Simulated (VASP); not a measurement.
GaAs, 2 atoms in the cell. It takes space group I-4m2 (No. 119, tetragonal). Conventional cell: a = 3.998 Å, b = 3.998 Å, c = 5.767 Å, α = 90.00°, β = 90.00°, γ = 90.00°. Ga (site symmetry -4m2) has 4 As at 2.46 Å within 3.3 Å. As (site symmetry -4m2) has 4 Ga at 2.46 Å within 3.3 Å.  This cell differs from its parent crystal: z stretched by +2 %.

```yaml
Program: VASP 6.6.1
Task: relaxation of the atoms
Functional: PBE
Potentials_or_basis: VASP PAW PBE potentials, release 64 (Ga_d, As)
Cutoff: 520 eV
k_mesh: 13 × 13 × 13
Occupations: fermi-dirac, width 0.02 eV
Spin: no spin polarisation
Dipole_correction: no
Further_INCAR_settings: ALGO = Normal; EDIFF = 1e-06; IBRION = 2; EDIFFG = -0.02; NSW = 80
```

Potentials or basis: VASP PAW PBE potentials, release 64 (Ga_d, As).

Launch:

```console
$ cat potpaw_PBE.64/Ga_d/POTCAR potpaw_PBE.64/As/POTCAR > POTCAR
$ mpirun -np 1 vasp_std > vasp.out
```

Hardware: 1 thread of Oxide Virtual Turin-like Processor, with other jobs on the host.

**Question.** Estimate the wall time of this run.

**Answer.** Wall time 120 s on 1 thread of Oxide Virtual Turin-like Processor, on a shared host, peak memory 0.24 GiB. Counts: scf iterations 12, k points 196, ion steps 1.
